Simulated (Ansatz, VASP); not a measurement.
**FeO: VASP beside Ansatz**

```xyz
2
Lattice="1.5177 0.8762 2.5158 -1.5177 0.8762 2.5158 0.0000 -1.7525 2.5158" Properties=species:S:1:pos:R:3 pbc="T T T"
Fe    0.0000    0.0000    0.0000
O     0.0000   -0.4500    3.9987
```

Alike in both runs: task single point; functional PBEsol; k mesh 18 × 18 × 18; occupations gaussian, width 0.15 eV; collinear spin.

|  | VASP | Ansatz |
| --- | --- | --- |
| version | VASP 6.6.1 | Ansatz 0.2.0 |
| potentials or method | VASP PAW PBE potentials, release 64 (Fe, O), cutoff 520 eV | scalar-relativistic, plane waves, PAW |
| valence electrons in the cell | 14 | 22 |

```tsv
	VASP	Ansatz	Ansatz less VASP
gap on the k mesh at the Fermi level (eV)	none	none	-
pressure (GPa)	9.3	8.5	-0.77
traceless stress, the component that is largest in VASP (GPa)	-10.99	-10.35	+0.646
rms of the force components (eV/Å)	0.869	0.822	-0.0472
net moment per atom (μB)	1.94	1.94	+0.005
size of the moment on the site where the two differ most (μB)	3.45	3.10	-0.354
```

VASP's potentials were made for PBE, not for PBEsol. Site moments also hang on the region over which each program counts them. Atom by atom the forces differ by 0.047 eV/Å (rms over components). A gap of «none» marks a metal or a gap that the smearing closes. VASP's potentials hold 14 valence electrons a cell and Ansatz's 22, so a difference there can come from the potentials and not from the codes.
